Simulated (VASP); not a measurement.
# BiTe (R-3m) in VASP: further runs, part 2 of 2

VASP 6.6.1.

## 3. Single point, PBE

This run uses another cell than the first one, of 34.40 Å³/atom, 1.020 times its volume.

The input, INCAR:

```
SYSTEM = BiTe
  PREC = Accurate
  ENCUT = 520
  EDIFF = 1E-6
  ISMEAR = -1
  SIGMA = 0.05
  LREAL = .False.
  LASPH = .True.
  NELM = 100
  ALGO = Normal
  ISIF = 2
  LWAVE = .False.
  LCHARG = .True.
  GGA = PE
  LELF = .True.
  LVHAR = .True.
  NBANDS = 18
```

The input, KPOINTS:

```
Automatic mesh
0
Gamma
  7 7 7
  0 0 0
```

The input, POSCAR:

```
BiTe
1.0
    2.4387526627      1.4080145063      3.3392614156
   -2.4387526627      1.4080145063      3.3392614156
    0.0000000000     -2.8160290126      3.3392614156
Bi Te
1 1
Direct
    0.5000000000      0.5000000000      0.5000000000
    0.0000000000      0.0000000000      0.0000000000
```

Potentials or basis: VASP PAW PBE potentials, release 64 (Bi_d, Te).

On the command line:

```console
cat potpaw_PBE.64/Bi_d/POTCAR potpaw_PBE.64/Te/POTCAR > POTCAR
mpirun -np 1 vasp_std > vasp.out
```

OUTCAR:

```text
SYSTEM = BiTe
   PREC = Accurate
   ENCUT = 520
   EDIFF = 1E-6
   ISMEAR = -1
   LREAL = .False.
   LASPH = .True.
   NELM = 100
   ISIF = 2
   GGA = PE

 ion  position               nearest neighbor table
   1  0.500  0.500  0.500-   2 3.27   2 3.27   2 3.27   2 3.27   2 3.27   2 3.27
   2  0.000  0.000  0.000-   1 3.27   1 3.27   1 3.27   1 3.27   1 3.27   1 3.27

  LATTYP: Found a trigonal (rhomboedric) cell.
 ALAT       =     4.3681444804
 COS(alpha) =     0.3765932224

  Lattice vectors:

 A1 = (   2.4387526627,   1.4080145063,   3.3392614156)
 A2 = (  -2.4387526627,   1.4080145063,   3.3392614156)
 A3 = (   0.0000000000,  -2.8160290126,   3.3392614156)

Analysis of symmetry for initial positions (statically):
=====================================================================
 Subroutine PRICEL returns:
 Original cell was already a primitive cell.

 Routine SETGRP: Setting up the symmetry group for a
 trigonal (rhombohedral) supercell.

 Subroutine GETGRP returns: Found 12 space group operations
 (whereof 12 operations were pure point group operations)
 out of a pool of 12 trial point group operations.

The static configuration has the point symmetry D_3d.

Analysis of symmetry for dynamics (positions and initial velocities):
=====================================================================
 Subroutine PRICEL returns:
 Original cell was already a primitive cell.

 Routine SETGRP: Setting up the symmetry group for a
 trigonal (rhombohedral) supercell.

 Subroutine GETGRP returns: Found 12 space group operations
 (whereof 12 operations were pure point group operations)
 out of a pool of 12 trial point group operations.

The dynamic configuration has the point symmetry D_3d.

 Subroutine INISYM returns: Found 12 space group operations
 (whereof 12 operations are pure point group operations),
 and found     1 'primitive' translations

----------------------------------------------------------------------------------------
[... 105 lines left out ...]
   NUPDOWN=      -1.0000    fix difference up-down
   EMIN   =  10.00;   EMAX   =-10.00  energy-range for DOS
   EFERMI =   0.00;   METHOD = LEGACY
   ISMEAR =    -1;   SIGMA  =   0.05  broadening in eV -4-tet -1-fermi 0-gaus
   EFERMI_NEDOS =   21; number of points for ismear=-14 and -15
   IALGO  =     38    algorithm
   IMIX   =      4    mixing-type and parameters
     AMIX     =   0.40;   BMIX     =  1.00
     AMIX_MAG =   1.60;   BMIX_MAG =  1.00
  volume/ion in A,a.u.               =      34.40       232.14
  Fermi-wavevector in a.u.,A,eV,Ry     =   1.102273  2.082993 16.531150  1.215005
  Thomas-Fermi vector in A             =   2.238713
   LORBIT       =      0    0 simple, 1 ext, 2 COOP (PROOUT), +10 PAW based schemes
   GGA     = PE    functional components
   LHFCALC =     F    Hartree Fock is set to
   AEXX    =    0.0000 exact exchange contribution
   IVDW    =     0    specifies the selected vdW correction
   LEPSILON=     F    determine dielectric tensor
   LRPA    =     F    only Hartree local field effects (RPA)
 non-spin polarized calculation
  energy-cutoff  :      520.00
  volume of cell :       68.80
 maximum number of plane-waves:      1869
   NGX = 17   NGY = 17   NGZ = 17

 number of electron      20.9999994 magnetization

 Free energy of the ion-electron system (eV)
  ---------------------------------------------------
  ext. energy  EPLUGINS =         0.00000000
  ---------------------------------------------------
  free energy    TOTEN  =        -7.17190962 eV

  energy without entropy =       -7.16000531  energy(sigma->0) =       -7.16595747

 E-fermi :   6.4427     XC(G=0):  -9.3886

 val. band max:        6.4026611862   @ k =  -0.4286   0.2857   0.2857
 cond. band min:       6.5083663571   @ k =   0.2857   0.2857   0.2857
 fundamental gap:      0.1057051709
 Fermi energy:         6.4427375542

 k-point     1 :       0.0000    0.0000    0.0000
  band No.  band energies     occupation
      1     -16.8009      2.00000
      2     -16.8009      2.00000
      3     -16.7837      2.00000
      4     -16.7837      2.00000
      5     -16.7689      2.00000
      6      -6.9132      2.00000
[... 481 lines left out ...]
      5     -16.7677      2.00000
      6      -5.7348      2.00000
[... 10 lines left out ...]
     17      15.4607      0.00000
     18      16.5858      0.00000

 [... further k-points ...]
[... 5 lines left out ...]
  --------------------------------------------------------------------------------------
  -------------------------------------------------------------------------------------
  Total       -0.3851565     -0.3851565     -0.3018578      0.0000000     -0.0000000      0.0000000
  in kB       -8.9695624     -8.9695624     -7.0296939      0.0000000     -0.0000000      0.0000000
  external PRESSURE =      -8.3229396 kB  Pullay stress =       0.0000000 kB

 VOLUME and BASIS-vectors are now :
 -----------------------------------------------------------------------------
  energy-cutoff  :      520.00
  volume of cell :       68.80
      direct lattice vectors                 reciprocal lattice vectors
     2.438752663  1.408014506  3.339261416     0.205022841  0.118369993  0.099822473
    -2.438752663  1.408014506  3.339261416    -0.205022841  0.118369993  0.099822473
     0.000000000 -2.816029013  3.339261416     0.000000000 -0.236739985  0.099822473

 POSITION                                       TOTAL-FORCE (eV/Angst)
 -----------------------------------------------------------------------------------
      0.00000      0.00000      5.00889        -0.000000     -0.000000     -0.000000
      0.00000      0.00000      0.00000         0.000000      0.000000      0.000000
 -----------------------------------------------------------------------------------
    total drift:                               -0.000000      0.000000     -0.000000

  FREE ENERGIE OF THE ION-ELECTRON SYSTEM (eV)
  ---------------------------------------------------
  free  energy   TOTEN  =        -7.1719096187 eV

  energy  without entropy=       -7.1600053131  energy(sigma->0) =       -7.16595747
```

It took 23 s on 1 thread of AMD EPYC 9R45 (Zen 5), shared host; peak memory 0.18 GiB.

What came out:

```
Free energy : -7.1719 eV
Pressure    : -0.8 GPa
```

Levels at points of the mesh, in eV from the Fermi level:
```
           k point  band 6  band 7  band 8  band 9  band 10  band 11  band 12  band 13  band 14  band 15
(0.00, 0.00, 0.00)  -13.36   -8.35   -2.86   -2.86    -1.58     1.82     2.45     2.45     4.10     4.10
```

Caveat: spin-orbit coupling is left out, which moves the levels of the heavy elements.

## 4. Single point, PBE

This run uses another cell than the first one, of 35.07 Å³/atom, 1.040 times its volume.

The input, INCAR:

```
SYSTEM = BiTe
PREC = Accurate
ENCUT = 520
EDIFF = 1E-6
ISMEAR = -1
SIGMA = 0.05
LREAL = .False.
LASPH = .True.
NELM = 60
ALGO = Normal
ISIF = 2
LWAVE = .False.
LCHARG = .False.
GGA = PE
NBANDS = 18
```

KPOINTS is that of step 3.

The input, POSCAR:

```
BiTe
1.0
    2.4545891627      1.4171577139      3.3609455389
   -2.4545891627      1.4171577139      3.3609455389
    0.0000000000     -2.8343154277      3.3609455389
Bi Te
1 1
Direct
    0.5000000000      0.5000000000      0.5000000000
    0.0000000000      0.0000000000      0.0000000000
```

Potentials or basis: VASP PAW PBE potentials, release 64 (Bi_d, Te).

On the command line:

```console
cat potpaw_PBE.64/Bi_d/POTCAR potpaw_PBE.64/Te/POTCAR > POTCAR
mpirun -np 1 vasp_std > vasp.out
```

OUTCAR:

```text
SYSTEM = BiTe
   PREC = Accurate
   ENCUT = 520
   EDIFF = 1E-6
   ISMEAR = -1
   LREAL = .False.
   LASPH = .True.
   NELM = 60
   ISIF = 2
   GGA = PE

 ion  position               nearest neighbor table
   1  0.500  0.500  0.500-   2 3.30   2 3.30   2 3.30   2 3.30   2 3.30   2 3.30
   2  0.000  0.000  0.000-   1 3.30   1 3.30   1 3.30   1 3.30   1 3.30   1 3.30

  LATTYP: Found a trigonal (rhomboedric) cell.
 ALAT       =     4.3965098498
 COS(alpha) =     0.3765932224

  Lattice vectors:

 A1 = (   2.4545891627,   1.4171577139,   3.3609455389)
 A2 = (  -2.4545891627,   1.4171577139,   3.3609455389)
 A3 = (   0.0000000000,  -2.8343154277,   3.3609455389)

Analysis of symmetry for initial positions (statically):
=====================================================================
 Subroutine PRICEL returns:
 Original cell was already a primitive cell.

 Routine SETGRP: Setting up the symmetry group for a
 trigonal (rhombohedral) supercell.

 Subroutine GETGRP returns: Found 12 space group operations
 (whereof 12 operations were pure point group operations)
 out of a pool of 12 trial point group operations.

The static configuration has the point symmetry D_3d.

Analysis of symmetry for dynamics (positions and initial velocities):
=====================================================================
 Subroutine PRICEL returns:
 Original cell was already a primitive cell.

 Routine SETGRP: Setting up the symmetry group for a
 trigonal (rhombohedral) supercell.

 Subroutine GETGRP returns: Found 12 space group operations
 (whereof 12 operations were pure point group operations)
 out of a pool of 12 trial point group operations.

The dynamic configuration has the point symmetry D_3d.

 Subroutine INISYM returns: Found 12 space group operations
 (whereof 12 operations are pure point group operations),
 and found     1 'primitive' translations

----------------------------------------------------------------------------------------

                                     Primitive cell

  volume of cell :      70.1471

  direct lattice vectors                    reciprocal lattice vectors
     2.454589163  1.417157714  3.360945539     0.203700076  0.117606294  0.099178439
    -2.454589163  1.417157714  3.360945539    -0.203700076  0.117606294  0.099178439
     0.000000000 -2.834315428  3.360945539     0.000000000 -0.235212588  0.099178439

  length of vectors
     4.396509850  4.396509850  4.396509850     0.255267163  0.255267163  0.255267163

  position of ions in fractional coordinates (direct lattice)
     0.500000000  0.500000000  0.500000000
     0.000000000  0.000000000  0.000000000

  ion indices of the primitive-cell ions
   primitive index   ion index
                 1           1
                 2           2

----------------------------------------------------------------------------------------

 KPOINTS: Automatic mesh

Automatic generation of k-mesh.
 Grid dimensions read from file:
 generate k-points for:    7    7    7

 Generating k-lattice:

  Cartesian coordinates                     Fractional coordinates (reciprocal lattice)
     0.029100011  0.016800899  0.014168348     0.142857143  0.000000000  0.000000000
    -0.029100011  0.016800899  0.014168348     0.000000000  0.142857143  0.000000000
     0.000000000 -0.033601798  0.014168348     0.000000000  0.000000000  0.142857143

  Length of vectors
     0.036466738  0.036466738  0.036466738

  Shift w.r.t. Gamma in fractional coordinates (k-lattice)
     0.000000000  0.000000000  0.000000000

 Subroutine IBZKPT returns following result:
 ===========================================

 Found     44 irreducible k-points:

 Following reciprocal coordinates:
            Coordinates               Weight
  0.000000  0.000000  0.000000      1.000000
  0.142857  0.000000 -0.000000      6.000000
  0.285714  0.000000 -0.000000      6.000000
  0.428571 -0.000000 -0.000000      6.000000
  0.142857  0.142857  0.000000      6.000000
  0.285714  0.142857 -0.000000     12.000000
[... 16 lines left out ...]
  0.285714  0.285714  0.142857      6.000000
  0.428571  0.285714  0.142857     12.000000
 [... further k-points ...]
   k-points           NKPTS =     44   k-points in BZ     NKDIM =     44   number of bands    NBANDS=     18
   number of dos      NEDOS =    301   number of ions     NIONS =      2
   total plane-waves  NPLWV =  46656
   dimension x,y,z NGX =    36 NGY =   36 NGZ =   36
   dimension x,y,z NGXF=    72 NGYF=   72 NGZF=   72
   ions per type =               1   1
   NGX,Y,Z   is equivalent  to a cutoff of  13.61, 13.61, 13.61 a.u.
   NGXF,Y,Z  is equivalent  to a cutoff of  27.23, 27.23, 27.23 a.u.
 SYSTEM =  BiTe
   PREC   = accura    normal or accurate (medium, high low for compatibility)
   ISTART =      0    job   : 0-new  1-cont  2-samecut
   ICHARG =      2    charge: 1-file 2-atom 10-const
   ISPIN  =      1    spin polarized calculation?
   LNONCOLLINEAR =      F non collinear calculations
   LSORBIT =      F    spin-orbit coupling
   LASPH  =      T    aspherical Exc in radial PAW
   ENCUT  =  520.0 eV  38.22 Ry    6.18 a.u.   8.17  8.17  8.17*2*pi/ulx,y,z
   NELM   =     60;   NELMIN=  2; NELMDL= -5     # of ELM steps
   EDIFF  = 0.1E-05   stopping-criterion for ELM
   LREAL  =      F    real-space projection
   EDIFFG = 0.1E-04   stopping-criterion for IOM
   NSW    =      0    number of steps for IOM
   IBRION =     -1    ionic relax: 0-MD 1-quasi-New 2-CG
   NFREE  =      0    steps in history (QN), initial steepest desc. (CG)
   ISIF   =      2    stress and relaxation
   ISYM   =      2    0-nonsym 1-usesym 2-fastsym
   POTIM  = 0.5000    time-step for ionic-motion
   TEBEG  =    0.0;   TEEND  =   0.0 temperature during run
   PSTRESS=    0.0 pullay stress
   NELECT =      21.0000    total number of electrons
   NUPDOWN=      -1.0000    fix difference up-down
   EMIN   =  10.00;   EMAX   =-10.00  energy-range for DOS
   EFERMI =   0.00;   METHOD = LEGACY
   ISMEAR =    -1;   SIGMA  =   0.05  broadening in eV -4-tet -1-fermi 0-gaus
   EFERMI_NEDOS =   21; number of points for ismear=-14 and -15
   IALGO  =     38    algorithm
   IMIX   =      4    mixing-type and parameters
     AMIX     =   0.40;   BMIX     =  1.00
     AMIX_MAG =   1.60;   BMIX_MAG =  1.00
  volume/ion in A,a.u.               =      35.07       236.69
  Fermi-wavevector in a.u.,A,eV,Ry     =   1.095161  2.069554 16.318527  1.199378
  Thomas-Fermi vector in A             =   2.231480
   LORBIT       =      0    0 simple, 1 ext, 2 COOP (PROOUT), +10 PAW based schemes
   GGA     = PE    functional components
   LHFCALC =     F    Hartree Fock is set to
   AEXX    =    0.0000 exact exchange contribution
   IVDW    =     0    specifies the selected vdW correction
   LEPSILON=     F    determine dielectric tensor
   LRPA    =     F    only Hartree local field effects (RPA)
 non-spin polarized calculation
  energy-cutoff  :      520.00
  volume of cell :       70.15
 maximum number of plane-waves:      1905
 NGX is ok and might be reduce to    36
   NGX = 17   NGY = 17   NGZ = 17

 number of electron      21.0000000 magnetization

 Free energy of the ion-electron system (eV)
  ---------------------------------------------------
  ext. energy  EPLUGINS =         0.00000000
  ---------------------------------------------------
  free energy    TOTEN  =        -7.16185539 eV

  energy without entropy =       -7.15006026  energy(sigma->0) =       -7.15595783

 E-fermi :   6.2114     XC(G=0):  -9.3025

 val. band max:        6.1609362211   @ k =  -0.4286   0.2857   0.2857
 cond. band min:       6.2934984472   @ k =  -0.2857   0.4286   0.1429
 fundamental gap:      0.1325622260
 Fermi energy:         6.2114227178

 k-point     1 :       0.0000    0.0000    0.0000
  band No.  band energies     occupation
      1     -17.0248      2.00000
      2     -17.0248      2.00000
      3     -17.0073      2.00000
      4     -17.0073      2.00000
      5     -16.9939      2.00000
      6      -7.0144      2.00000
[... 10 lines left out ...]
     17      12.8318      0.00000
     18      13.0478      0.00000

 k-point     2 :       0.1429    0.0000   -0.0000
  band No.  band energies     occupation
      1     -17.0246      2.00000
      2     -17.0244      2.00000
      3     -17.0082      2.00000
      4     -17.0062      2.00000
      5     -16.9936      2.00000
      6      -6.8497      2.00000
[... 10 lines left out ...]
     17      13.2490      0.00000
     18      13.7880      0.00000
[... 442 lines left out ...]
 k-point    24 :       0.4286    0.2857    0.1429
  band No.  band energies     occupation
      1     -17.0273      2.00000
      2     -17.0239      2.00000
      3     -17.0071      2.00000
      4     -16.9986      2.00000
      5     -16.9928      2.00000
      6      -5.8716      2.00000
[... 10 lines left out ...]
     17      15.1909      0.00000
     18      16.2523      0.00000

 [... further k-points ...]
[... 5 lines left out ...]
  --------------------------------------------------------------------------------------
  -------------------------------------------------------------------------------------
  Total       -0.7878692     -0.7878692     -0.5916835      0.0000000     -0.0000000      0.0000000
  in kB      -17.9951306    -17.9951306    -13.5141985      0.0000000     -0.0000000      0.0000000
  external PRESSURE =     -16.5014866 kB  Pullay stress =       0.0000000 kB

 VOLUME and BASIS-vectors are now :
 -----------------------------------------------------------------------------
  energy-cutoff  :      520.00
  volume of cell :       70.15
      direct lattice vectors                 reciprocal lattice vectors
     2.454589163  1.417157714  3.360945539     0.203700076  0.117606294  0.099178439
    -2.454589163  1.417157714  3.360945539    -0.203700076  0.117606294  0.099178439
     0.000000000 -2.834315428  3.360945539     0.000000000 -0.235212588  0.099178439

 POSITION                                       TOTAL-FORCE (eV/Angst)
 -----------------------------------------------------------------------------------
      0.00000      0.00000      5.04142         0.000000     -0.000000     -0.000000
      0.00000      0.00000      0.00000         0.000000      0.000000      0.000000
 -----------------------------------------------------------------------------------
    total drift:                               -0.000000     -0.000000      0.000000

  FREE ENERGIE OF THE ION-ELECTRON SYSTEM (eV)
  ---------------------------------------------------
  free  energy   TOTEN  =        -7.1618553925 eV

  energy  without entropy=       -7.1500602597  energy(sigma->0) =       -7.15595783
```

It took 35 s on 1 thread of AMD EPYC 9R45 (Zen 5), shared host; peak memory 0.2 GiB.

What came out:

| Item | Value |
| --- | --- |
| Free energy | -7.1619 eV |
| Pressure | -1.7 GPa |

Levels at points of the mesh, in eV from the Fermi level:
```csv
k point,band 7,band 8,band 9,band 10,band 11,band 12,band 13,band 14
"(0.00, 0.00, 0.00)",-8.41,-2.80,-2.80,-1.55,1.78,2.40,2.40,4.14
```

Caveat: spin-orbit coupling is left out, which moves the levels of the heavy elements.

## 5. Summary

```tsv
cell	gap on the mesh (eV)	pressure (GPa)
a = 4.339 Å, angles 67.9°, 2 atoms	none	0.1
a = 4.368 Å, angles 67.9°, 2 atoms	none	-0.8
a = 4.397 Å, angles 67.9°, 2 atoms	none	-1.7
```

Alike in all rows: task single point; level PBE; potentials or basis VASP PAW PBE potentials, release 64 (Bi_d, Te); no spin polarisation; k mesh 7 × 7 × 7; cutoff (eV) 520; smearing fermi-dirac 0.05 eV.

Caveats: spin-orbit coupling is left out, which moves the levels of the heavy elements.

Absolute energies hang on the potentials; compare differences alone.
